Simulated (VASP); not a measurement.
Write the native input for VASP 6.6.1 that does the following.

* Task: single point
* Functional: PBEsol
* Potentials or basis: VASP PAW PBE potentials, release 64 (Be, C)
* Cutoff: 520 eV
* k mesh: 5 × 5 × 3
* Occupations: gaussian, width 0.05 eV
* Spin: no spin polarisation
* Dipole correction: no
* Further INCAR settings: LREAL = Auto; ALGO = Normal; EDIFF = 1e-07; NBANDS = 32

The structure of Be16C (a cell with a defect) lies in POSCAR:

```
Be16C
1.0
   -2.2900000000     -3.9663960000      0.0000000000
    3.4350000000     -1.9831980000      0.0000000000
    0.0000000000      0.0000000000      7.1768600000
Be C
16 1
Direct
    0.7555791741      0.4933369166     -0.0062978796
    0.5001917334      0.3355406316      0.2329740304
    0.7704438351      0.5097063704      0.5073645020
    0.5002847234      0.3339700194      0.7567932215
    0.5002636526     -0.0005499958     -0.0062022946
    0.2303323672      0.8236684486      0.2433412384
    0.5003038107     -0.0022484057      0.5174290707
    0.2450765461      0.8402329812      0.7568449155
    0.2449760622      0.4934035466     -0.0062608160
    0.0002530845      0.3010612994      0.2425212419
    0.2303295452      0.5096010651      0.5072981778
    0.0003927806      0.3362947504      0.7562262605
    0.0002696747     -0.0028280771     -0.0055858690
    0.7702132173      0.8236804272      0.2432813236
    0.0003977964      0.0323589385      0.5081417221
    0.7556321378      0.8400586887      0.7568574558
    0.5003856938      0.6664373330      0.3753177573
```

The input as run:

INCAR

```
SYSTEM = Be16C
PREC     = Accurate       ! precision mode
ENCUT    = 520            ! plane-wave cutoff, eV
EDIFF    = 1E-7           ! SCF threshold, eV
ISMEAR   = 0              ! smearing method
SIGMA    = 0.05           ! smearing width, eV
LREAL    = Auto         
LASPH    = .True.         ! aspherical terms in the spheres
NELM     = 80             ! most SCF steps
ALGO     = Normal         ! electronic algorithm
ISIF     = 2              ! what is computed and relaxed
LWAVE    = .False.        ! write WAVECAR
LCHARG   = .False.        ! write CHGCAR
GGA      = PS             ! functional
NBANDS   = 32             ! bands
```

KPOINTS

```
Automatic mesh
0
Gamma
  5 5 3
  0 0 0
```

Potentials or basis: VASP PAW PBE potentials, release 64 (Be, C).

Launch:

```bash
$ cat potpaw_PBE.64/Be/POTCAR potpaw_PBE.64/C/POTCAR > POTCAR
$ mpirun -np 1 vasp_std > vasp.out
```

Results of the run:

```json
{"Pressure": "8.1 GPa", "Largest force": "0.035 eV/Å", "Band gap on the k mesh": "zero (bands 18 and 19 overlap by 1.03 eV)"}
```

Caveat: the PAW data sets were made with another functional, which shifts forces and pressure a little.

Run time: 2.7 min on 1 thread of AMD EPYC 9R45 96-Core Processor (Zen 5), on a shared host, peak memory 0.24 GiB.
